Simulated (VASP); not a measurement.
Here is a VASP 6.6.1 calculation.

INCAR

```
SYSTEM = Ag
PREC = Accurate
ENCUT = 520
EDIFF = 1E-6
ISMEAR = -1
SIGMA = 0.08
LREAL = .False.
LASPH = .True.
NELM = 60
ALGO = Normal
ISIF = 2
LWAVE = .False.
LCHARG = .False.
GGA = PE
NBANDS = 24
```

File KPOINTS:

```
Automatic mesh
0
Gamma
  9 9 12
  0 0 0
```

Contents of POSCAR:

```
Ag
1.0
    4.1578132068      0.0000000000      0.0000000000
   -2.0789066034      3.6007718612      0.0000000000
    0.0000000000      0.0000000000      2.4820764329
Ag
3
Direct
    0.0000000000      0.0000000000      0.0000000000
    0.3333333333      0.6666666667      0.5000000000
    0.6666666667      0.3333333333      0.5000000000
```

Potentials or basis: VASP PAW PBE potentials, release 64 (Ag).

Launch:

```sh
$ cat potpaw_PBE.64/Ag/POTCAR > POTCAR
$ mpirun -np 1 vasp_std > vasp.out
```

Problem. What does it give for the pressure?

Solution. 99.1 GPa.
